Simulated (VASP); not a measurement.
Input of a VASP 6.6.1 run:

The input INCAR:

```
PREC = Accurate ; ENCUT = 520
EDIFF = 1E-7 ; ISMEAR = 0
SIGMA = 0.1 ; LREAL = False
LASPH = True ; NELM = 60
ALGO = Fast ; ISIF = 2
LWAVE = False ; LCHARG = False
GGA = PE ; NBANDS = 28
```

KPOINTS

```
Automatic mesh
0
Gamma
  4 4 4
```

File POSCAR:

```
K3AsOs
1.0
    4.9634091595      0.0000000000      0.0000000000
    0.0000000000      4.9634091595      0.0000000000
    0.0000000000      0.0000000000      5.0256072692
K As Os
3 1 1
Direct
    0.5000000000      0.5000000000      0.9750000000
    0.0000000000      0.5000000000      0.4850000000
    0.5000000000      0.0000000000      0.4850000000
    0.5000000000      0.5000000000      0.5150000000
    0.0000000000      0.0000000000      0.0000000000
```

Potentials or basis: VASP PAW PBE potentials, release 64 (K_sv, As, Os).

Run with:

```console
$ cat potpaw_PBE.64/K_sv/POTCAR potpaw_PBE.64/As/POTCAR potpaw_PBE.64/Os/POTCAR > POTCAR
$ mpirun -np 1 vasp_std > vasp.out
```

Estimate the pressure.

23.8 GPa.

Predict the largest force.

4.282 eV/Å.

Stress tensor (GPa, compression positive):
```
23.50  0.00  0.00
 0.00 23.50  0.00
 0.00  0.00 24.41
```

Caveat: the cell stands under pressure; forces of over 1 eV/Å act on the atoms, so gaps and moduli don't describe the material at rest.
